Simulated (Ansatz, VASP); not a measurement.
## Fe: VASP beside Ansatz

```
CELL_PARAMETERS angstrom
4.23714 0.00000 0.00000
-2.11857 3.66947 0.00000
0.00000 0.00000 2.42128
ATOMIC_POSITIONS crystal
Fe 0.00000 0.00000 0.00000
Fe 0.33333 0.66667 0.50000
Fe 0.66667 0.33333 0.50000
```

Alike in both runs: functional RPBE; k mesh 9 × 9 × 13; occupations fermi-dirac, width 0.05 eV; collinear spin.

Ansatz relaxed the structure, and its values are those at the end. VASP's run is a single point on that final structure, the one shown.

```csv
,VASP,Ansatz
version,VASP 6.6.1,Ansatz 0.2.0
potentials or method,"VASP PAW PBE potentials, release 64 (Fe), cutoff 520 eV","plane waves (420 eV) with PAW, scalar-relativistic"
valence electrons in the cell,24,48
```

```csv
,VASP,Ansatz,Ansatz less VASP
pressure (GPa),-0.1,0.0,+0.07
net moment per atom (μB),2.63,2.63,-0.008
size of the moment on the site where the two differ most (μB),2.67,2.70,+0.032
```

VASP's potentials were made for PBE, not for RPBE. Site moments also hang on the region over which each program counts them. VASP's potentials hold 24 valence electrons a cell and Ansatz's 48, so a difference there can come from the potentials and not from the codes.
